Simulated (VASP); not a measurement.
# BaZrO3 (Pm-3m) in VASP: further runs

BaZrO3 is run at these levels: PBE; tasks: single point, relaxation of cell and atoms.

Everything below comes from runs of VASP 6.6.1. Logs are shortened: lines on timing, memory, paths and dates and some standing lists are left out, and cuts for length are marked.

## 1. The cell of the first run

The structure is cubic, space group Pm-3m (No. 221). Conventional cell: a = 4.227 Å, b = 4.227 Å, c = 4.227 Å, α = 90.00°, β = 90.00°, γ = 90.00°. Ba (site symmetry m-3m) has 12 O at 2.99 Å and 8 Zr at 3.66 Å within 3.9 Å. Zr (site symmetry m-3m) has 6 O at 2.11 Å within 2.8 Å. Within 2.8 Å of O (site symmetry 4/mmm) lie 2 Zr at 2.11 Å.

## 2. Single point, PBE

INCAR reads:

```
ALGO = Normal
EDIFF = 1E-6
ENCUT = 520
GGA = PE
ISIF = 2
ISMEAR = 0
LASPH = T
LCHARG = F
LREAL = F
LWAVE = F
NBANDS = 28
NELM = 80
PREC = Accurate
SIGMA = 0.02
```

KPOINTS reads:

```
k-points
0
Gamma
  6 6 6
```

POSCAR reads:

```
BaZrO3
1.0
    4.2267269579      0.0000000000      0.0000000000
    0.0000000000      4.2267269579      0.0000000000
    0.0000000000      0.0000000000      4.2267269579
Ba Zr O
1 1 3
Direct
    0.5000000000      0.5000000000      0.5000000000
    0.0000000000      0.0000000000      0.0000000000
    0.5000000000      0.0000000000      0.0000000000
    0.0000000000      0.5000000000      0.0000000000
    0.0000000000      0.0000000000      0.5000000000
```

Potentials or basis: VASP PAW PBE potentials, release 64 (Ba_sv, Zr_sv, O).

Launch:

```
cat potpaw_PBE.64/Ba_sv/POTCAR potpaw_PBE.64/Zr_sv/POTCAR potpaw_PBE.64/O/POTCAR > POTCAR
mpirun -np 1 vasp_std > vasp.out
```

OUTCAR:

```text
EDIFF = 1E-6
   ENCUT = 520
   GGA = PE
   ISIF = 2
   ISMEAR = 0
   LASPH = T
   LREAL = F
   NELM = 80
   PREC = Accurate

 ion  position               nearest neighbor table
   1  0.500  0.500  0.500-   3 2.99   4 2.99   5 2.99   3 2.99   4 2.99   3 2.99   5 2.99   3 2.99
                             4 2.99   5 2.99   4 2.99   5 2.99   2 3.66   2 3.66   2 3.66   2 3.66
   2  0.000  0.000  0.000-   3 2.11   4 2.11   5 2.11   5 2.11   4 2.11   3 2.11   1 3.66   1 3.66
                             1 3.66   1 3.66   1 3.66   1 3.66   1 3.66   1 3.66
   3  0.500  0.000  0.000-   2 2.11   2 2.11   1 2.99   1 2.99   1 2.99   1 2.99
   4  0.000  0.500  0.000-   2 2.11   2 2.11   1 2.99   1 2.99   1 2.99   1 2.99
   5  0.000  0.000  0.500-   2 2.11   2 2.11   1 2.99   1 2.99   1 2.99   1 2.99

  LATTYP: Found a simple cubic cell.
 ALAT       =     4.2267269579

  Lattice vectors:

 A1 = (   4.2267269579,   0.0000000000,   0.0000000000)
 A2 = (   0.0000000000,   4.2267269579,   0.0000000000)
 A3 = (   0.0000000000,   0.0000000000,   4.2267269579)

Analysis of symmetry for initial positions (statically):
=====================================================================
 Subroutine PRICEL returns:
 Original cell was already a primitive cell.

 Routine SETGRP: Setting up the symmetry group for a
 simple cubic supercell.

 Subroutine GETGRP returns: Found 48 space group operations
 (whereof 48 operations were pure point group operations)
 out of a pool of 48 trial point group operations.

The static configuration has the point symmetry O_h .

Analysis of symmetry for dynamics (positions and initial velocities):
=====================================================================
 Subroutine PRICEL returns:
 Original cell was already a primitive cell.

 Routine SETGRP: Setting up the symmetry group for a
 simple cubic supercell.

 Subroutine GETGRP returns: Found 48 space group operations
 (whereof 48 operations were pure point group operations)
 out of a pool of 48 trial point group operations.

The dynamic configuration has the point symmetry O_h .

 Subroutine INISYM returns: Found 48 space group operations
 (whereof 48 operations are pure point group operations),
 and found     1 'primitive' translations

----------------------------------------------------------------------------------------

                                     Primitive cell

  volume of cell :      75.5114

  direct lattice vectors                    reciprocal lattice vectors
     4.226726958  0.000000000  0.000000000     0.236589685  0.000000000  0.000000000
     0.000000000  4.226726958  0.000000000     0.000000000  0.236589685  0.000000000
     0.000000000  0.000000000  4.226726958     0.000000000  0.000000000  0.236589685

  length of vectors
     4.226726958  4.226726958  4.226726958     0.236589685  0.236589685  0.236589685

  position of ions in fractional coordinates (direct lattice)
     0.500000000  0.500000000  0.500000000
     0.000000000  0.000000000  0.000000000
     0.500000000  0.000000000  0.000000000
     0.000000000  0.500000000  0.000000000
     0.000000000  0.000000000  0.500000000

  ion indices of the primitive-cell ions
   primitive index   ion index
                 1           1
                 2           2
                 3           3
                 4           4
                 5           5

----------------------------------------------------------------------------------------

 KPOINTS: k-points

Automatic generation of k-mesh.
 Grid dimensions read from file:
 generate k-points for:    6    6    6

 Generating k-lattice:

  Cartesian coordinates                     Fractional coordinates (reciprocal lattice)
     0.039431614  0.000000000  0.000000000     0.166666667  0.000000000  0.000000000
     0.000000000  0.039431614  0.000000000     0.000000000  0.166666667  0.000000000
     0.000000000  0.000000000  0.039431614     0.000000000  0.000000000  0.166666667

  Length of vectors
     0.039431614  0.039431614  0.039431614

  Shift w.r.t. Gamma in fractional coordinates (k-lattice)
     0.000000000  0.000000000  0.000000000

 Subroutine IBZKPT returns following result:
 ===========================================

 Found     20 irreducible k-points:

 Following reciprocal coordinates:
            Coordinates               Weight
  0.000000  0.000000  0.000000      1.000000
  0.166667  0.000000  0.000000      6.000000
  0.333333  0.000000  0.000000      6.000000
  0.500000  0.000000  0.000000      3.000000
  0.166667  0.166667  0.000000     12.000000
  0.333333  0.166667  0.000000     24.000000
[... 12 lines left out ...]
  0.500000  0.500000  0.333333      6.000000
  0.500000  0.500000  0.500000      1.000000
   k-points           NKPTS =     20   k-points in BZ     NKDIM =     20   number of bands    NBANDS=     28
   number of dos      NEDOS =    301   number of ions     NIONS =      5
   total plane-waves  NPLWV =  32768
   dimension x,y,z NGX =    32 NGY =   32 NGZ =   32
   dimension x,y,z NGXF=    64 NGYF=   64 NGZF=   64
   ions per type =               1   1   3
   NGX,Y,Z   is equivalent  to a cutoff of  12.59, 12.59, 12.59 a.u.
   NGXF,Y,Z  is equivalent  to a cutoff of  25.17, 25.17, 25.17 a.u.
 SYSTEM =  unknown system
   PREC   = accura    normal or accurate (medium, high low for compatibility)
   ISTART =      0    job   : 0-new  1-cont  2-samecut
   ICHARG =      2    charge: 1-file 2-atom 10-const
   ISPIN  =      1    spin polarized calculation?
   LNONCOLLINEAR =      F non collinear calculations
   LSORBIT =      F    spin-orbit coupling
   LASPH  =      T    aspherical Exc in radial PAW
   ENCUT  =  520.0 eV  38.22 Ry    6.18 a.u.   7.86  7.86  7.86*2*pi/ulx,y,z
   NELM   =     80;   NELMIN=  2; NELMDL= -5     # of ELM steps
   EDIFF  = 0.1E-05   stopping-criterion for ELM
   LREAL  =      F    real-space projection
   EDIFFG = 0.1E-04   stopping-criterion for IOM
   NSW    =      0    number of steps for IOM
   IBRION =     -1    ionic relax: 0-MD 1-quasi-New 2-CG
   NFREE  =      0    steps in history (QN), initial steepest desc. (CG)
   ISIF   =      2    stress and relaxation
   ISYM   =      2    0-nonsym 1-usesym 2-fastsym
   POTIM  = 0.5000    time-step for ionic-motion
   TEBEG  =    0.0;   TEEND  =   0.0 temperature during run
   PSTRESS=    0.0 pullay stress
   NELECT =      40.0000    total number of electrons
   NUPDOWN=      -1.0000    fix difference up-down
   EMIN   =  10.00;   EMAX   =-10.00  energy-range for DOS
   EFERMI =   0.00;   METHOD = LEGACY
   ISMEAR =     0;   SIGMA  =   0.02  broadening in eV -4-tet -1-fermi 0-gaus
   EFERMI_NEDOS =   21; number of points for ismear=-14 and -15
   IALGO  =     38    algorithm
   IMIX   =      4    mixing-type and parameters
     AMIX     =   0.40;   BMIX     =  1.00
     AMIX_MAG =   1.60;   BMIX_MAG =  1.00
  volume/ion in A,a.u.               =      15.10       101.92
  Fermi-wavevector in a.u.,A,eV,Ry     =   1.324618  2.503165 23.872955  1.754613
  Thomas-Fermi vector in A             =   2.454139
   LORBIT       =      0    0 simple, 1 ext, 2 COOP (PROOUT), +10 PAW based schemes
   GGA     = PE    functional components
   LHFCALC =     F    Hartree Fock is set to
   AEXX    =    0.0000 exact exchange contribution
   IVDW    =     0    specifies the selected vdW correction
   LEPSILON=     F    determine dielectric tensor
   LRPA    =     F    only Hartree local field effects (RPA)
 non-spin polarized calculation
 Gauss-broadening in eV      SIGMA  =   0.02
  energy-cutoff  :      520.00
  volume of cell :       75.51
 maximum number of plane-waves:      2054
 NGX is ok and might be reduce to    32
   NGX = 15   NGY = 15   NGZ = 15

 number of electron      39.9999986 magnetization

 Free energy of the ion-electron system (eV)
  ---------------------------------------------------
  ext. energy  EPLUGINS =         0.00000000
  ---------------------------------------------------
  free energy    TOTEN  =       -41.72330538 eV

  energy without entropy =      -41.72330538  energy(sigma->0) =      -41.72330538

 E-fermi :   3.8051     XC(G=0): -10.6443

 val. band max:        3.6111194448   @ k =   0.5000   0.5000   0.5000
 cond. band min:       6.7441906434   @ k =   0.0000   0.0000   0.0000
 fundamental gap:      3.1330711986
 Fermi energy:         3.8051285978

 k-point     1 :       0.0000    0.0000    0.0000
  band No.  band energies     occupation
      1     -43.5657      2.00000
      2     -21.7835      2.00000
      3     -21.6933      2.00000
      4     -21.6933      2.00000
      5     -21.6933      2.00000
      6     -12.7164      2.00000
[... 20 lines left out ...]
     27      10.7939      0.00000
     28      10.7939      0.00000

 k-point     2 :       0.1667    0.0000    0.0000
  band No.  band energies     occupation
      1     -43.5650      2.00000
      2     -21.8661      2.00000
      3     -21.6918      2.00000
      4     -21.6918      2.00000
      5     -21.6537      2.00000
      6     -12.7162      2.00000
[... 20 lines left out ...]
     27      10.7944      0.00000
     28      11.6151      0.00000

 k-point     3 :       0.3333    0.0000    0.0000
  band No.  band energies     occupation
      1     -43.5635      2.00000
      2     -21.9892      2.00000
      3     -21.6888      2.00000
      4     -21.6888      2.00000
      5     -21.6126      2.00000
      6     -12.8049      2.00000
[... 20 lines left out ...]
     27      11.0982      0.00000
     28      11.1956      0.00000

 k-point     4 :       0.5000    0.0000    0.0000
  band No.  band energies     occupation
      1     -43.5628      2.00000
      2     -22.0446      2.00000
      3     -21.6873      2.00000
      4     -21.6873      2.00000
      5     -21.5964      2.00000
      6     -12.8576      2.00000
[... 454 lines left out ...]
     27      11.7198      0.00000
     28      12.3902      0.00000

 k-point    19 :       0.5000    0.5000    0.3333
  band No.  band energies     occupation
      1     -43.5578      2.00000
      2     -21.9018      2.00000
      3     -21.9018      2.00000
      4     -21.8473      2.00000
      5     -21.6774      2.00000
      6     -11.8328      2.00000
[... 20 lines left out ...]
     27      11.9743      0.00000
     28      12.7056      0.00000

 k-point    20 :       0.5000    0.5000    0.5000
  band No.  band energies     occupation
      1     -43.5571      2.00000
      2     -21.8998      2.00000
      3     -21.8998      2.00000
      4     -21.8998      2.00000
      5     -21.6693      2.00000
      6     -11.5738      2.00000
[... 20 lines left out ...]
     27      12.5896      0.00000
     28      12.5896      0.00000

------------------------ aborting loop because EDIFF is reached ----------------------------------------

  FORCE on cell =-STRESS in cart. coord.  units (eV):
  Direction    XX          YY          ZZ          XY          YZ          ZX
  --------------------------------------------------------------------------------------
  -------------------------------------------------------------------------------------
  Total        0.4671083      0.4671083      0.4671083     -0.0000000      0.0000000      0.0000000
  in kB        9.9109564      9.9109564      9.9109564     -0.0000000      0.0000000      0.0000000
  external PRESSURE =       9.9109564 kB  Pullay stress =       0.0000000 kB

 VOLUME and BASIS-vectors are now :
 -----------------------------------------------------------------------------
  energy-cutoff  :      520.00
  volume of cell :       75.51
      direct lattice vectors                 reciprocal lattice vectors
     4.226726958  0.000000000  0.000000000     0.236589685  0.000000000  0.000000000
     0.000000000  4.226726958  0.000000000     0.000000000  0.236589685  0.000000000
     0.000000000  0.000000000  4.226726958     0.000000000  0.000000000  0.236589685

 POSITION                                       TOTAL-FORCE (eV/Angst)
 -----------------------------------------------------------------------------------
      2.11336      2.11336      2.11336         0.000000      0.000000      0.000000
      0.00000      0.00000      0.00000         0.000000      0.000000      0.000000
      2.11336      0.00000      0.00000         0.000000      0.000000      0.000000
      0.00000      2.11336      0.00000         0.000000      0.000000      0.000000
      0.00000      0.00000      2.11336         0.000000      0.000000      0.000000
 -----------------------------------------------------------------------------------
    total drift:                                0.000000      0.000000     -0.000000

  FREE ENERGIE OF THE ION-ELECTRON SYSTEM (eV)
  ---------------------------------------------------
  free  energy   TOTEN  =       -41.7233053822 eV

  energy  without entropy=      -41.7233053822  energy(sigma->0) =      -41.72330538
```

Run time: 37 s. Hardware: 1 thread of Intel Xeon Platinum 8488C (Sapphire Rapids), shared host; peak memory 0.2 GiB.

Results:

| Property | Result |
| --- | --- |
| Free energy | -41.7233 eV |
| Pressure | 1.0 GPa |
| Band gap on the k mesh | 3.13 eV, indirect (least direct gap 3.38 eV) |

Caveat: spin-orbit coupling is left out, which moves the levels of the heavy elements.

## 3. Relaxation of cell and atoms, PBE

INCAR reads:

```
SYSTEM = BaZrO3
PREC     = Accurate       ! precision mode
ENCUT    = 600            ! plane-wave cutoff, eV
EDIFF    = 1E-7           ! SCF threshold, eV
ISMEAR   = 0              ! smearing method
SIGMA    = 0.02           ! smearing width, eV
LREAL    = .FALSE.        ! projectors in reciprocal space
LASPH    = .TRUE.         ! aspherical terms in the spheres
NELM     = 60             ! most SCF steps
ALGO     = Normal         ! electronic algorithm
ISIF     = 3              ! what is computed and relaxed
LWAVE    = .FALSE.        ! write WAVECAR
LCHARG   = .FALSE.        ! write CHGCAR
GGA      = PE             ! functional
IBRION   = 2              ! ionic algorithm
NSW      = 70             ! ionic steps
EDIFFG   = -0.02          ! ionic threshold
```

KPOINTS reads:

```
regular mesh
0
G
  6 6 6
  0 0 0
```

POSCAR is that of step 2.

Potentials or basis: VASP PAW PBE potentials, release 64 (Ba_sv, Zr_sv, O).

Launch:

```
cat potpaw_PBE.64/Ba_sv/POTCAR potpaw_PBE.64/Zr_sv/POTCAR potpaw_PBE.64/O/POTCAR > POTCAR
mpirun -np 1 vasp_std > vasp.out
```

It took 2.2 min on 1 thread of Intel Xeon Platinum 8488C (Sapphire Rapids), shared host; peak memory 0.24 GiB.

Results (log left out):

| Quantity | Value |
| --- | --- |
| Free energy | -41.7319 eV |
| Relaxed volume | 15.19 Å³/atom |
| Relaxed cell | a = 4.235 Å, b = 4.235 Å, c = 4.235 Å, α = 90.00°, β = 90.00°, γ = 90.00° |
| Space group after relaxing (to 0.05 Å) | Pm-3m (No. 221) |
| Energy gained by relaxing | 0.2 meV/atom |
| Ionic steps | 3 |
| Pressure after relaxing | 0.0 GPa |
| Band gap on the k mesh | 3.12 eV, indirect (least direct gap 3.38 eV) |

The path:
```csv
step,energy change (eV),largest force (eV/Å),pressure (GPa),volume (Å³)
1,0.0000,0.0000,0.84,75.51
2,0.0001,0.0000,-0.87,76.38
3,-0.0011,0.0000,0.00,75.93
```

Final structure:
```
Ba Zr O
1.0
     4.23459    0.00000    0.00000
     0.00000    4.23459    0.00000
     0.00000    0.00000    4.23459
Ba Zr O
1 1 3
Direct
  0.50000 0.50000 0.50000
  0.00000 0.00000 0.00000
  0.50000 0.00000 0.00000
  0.00000 0.50000 0.00000
  0.00000 0.00000 0.50000
```

Levels at points of the mesh, in eV from the valence-band top:
| k point | band 16 | band 17 | band 18 | band 19 | band 20 | band 21 | band 22 | band 23 | band 24 |
| --- | --- | --- | --- | --- | --- | --- | --- | --- | --- |
| (0.00, 0.00, 0.00) | -0.94 | -0.94 | -0.26 | -0.26 | -0.26 | 3.12 | 3.12 | 3.12 | 4.62 |
| (0.50, 0.00, 0.00) | -1.69 | -1.69 | -1.60 | -0.49 | -0.49 | 3.54 | 5.51 | 5.51 | 6.32 |
| (0.50, 0.50, 0.00) | -2.31 | -0.93 | -0.93 | -0.86 | -0.07 | 5.48 | 5.48 | 6.28 | 6.31 |
| (0.50, 0.50, 0.50) | -2.52 | -2.52 | 0.00 | 0.00 | 0.00 | 5.86 | 5.86 | 5.86 | 6.74 |

Caveat: spin-orbit coupling is left out, which moves the levels of the heavy elements.

## 4. Single point, PBE

INCAR reads:

```
ALGO = Normal
EDIFF = 1E-6
ENCUT = 910
GGA = PE
GGA_COMPAT = F
ISIF = 2
ISMEAR = 0
LASPH = T
LCHARG = F
LREAL = F
LWAVE = F
NBANDS = 28
NELM = 120
PREC = Accurate
SIGMA = 0.02
```

KPOINTS reads:

```
k-points
0
Gamma
  6 6 6
```

POSCAR is that of step 3.

Potentials or basis: VASP PAW PBE potentials, release 64 (Ba_sv, Zr_sv, O_h).

Launch:

```
cat potpaw_PBE.64/Ba_sv/POTCAR potpaw_PBE.64/Zr_sv/POTCAR potpaw_PBE.64/O_h/POTCAR > POTCAR
mpirun -np 1 vasp_std > vasp.out
```

Wall time 51 s (1 thread of AMD EPYC 9R45 (Zen 5), shared host); peak memory 0.29 GiB.

The run converged. Its results:

```yaml
Free_energy: -41.7452 eV
Pressure: 0.8 GPa
Band_gap_on_the_k_mesh: 3.14 eV, indirect (least direct gap 3.39 eV)
```

Levels at points of the mesh, in eV from the valence-band top:
```
           k point  band 18  band 19  band 20  band 21  band 22  band 23
(0.00, 0.00, 0.00)    -0.25    -0.25    -0.25     3.14     3.14     3.14
(0.50, 0.00, 0.00)    -1.61    -0.48    -0.48     3.56     5.55     5.55
(0.50, 0.50, 0.00)    -0.93    -0.84    -0.07     5.52     5.52     6.31
(0.50, 0.50, 0.50)     0.00     0.00     0.00     5.89     5.89     5.89
```

Caveat: the cutoff is under 1.25 times the usual one of these potentials, so pressure, stress and relaxed cells hold a basis-set (Pulay) error; spin-orbit coupling is left out, which moves the levels of the heavy elements. Expect the measured gap to be larger: semilocal functionals such as PBE lack the derivative discontinuity.

## 5. The runs side by side

| task | potentials or basis | cell | cutoff (eV) | second run | gap on the mesh (eV) | pressure (GPa) |
| --- | --- | --- | --- | --- | --- | --- |
| single point | VASP PAW PBE potentials, release 64 (Ba_sv, Zr_sv, O) | as given | 520 | - | 3.13 | 1.0 |
| relaxation of cell and atoms | VASP PAW PBE potentials, release 64 (Ba_sv, Zr_sv, O) | relaxed | 600 | - | 3.12 | 0.0 |
| single point | VASP PAW PBE potentials, release 64 (Ba_sv, Zr_sv, O_h) | as given | 910 | hard_potentials | 3.14 | 0.8 |

Alike in all rows: level PBE; no spin polarisation; k mesh 6 × 6 × 6; smearing gaussian 0.02 eV.

Caveats: spin-orbit coupling is left out, which moves the levels of the heavy elements; the cutoff is under 1.25 times the usual one of these potentials, so pressure, stress and relaxed cells hold a basis-set (Pulay) error (some runs).

Total energies depend on the potentials used, so only differences within one code and one set of settings carry meaning.
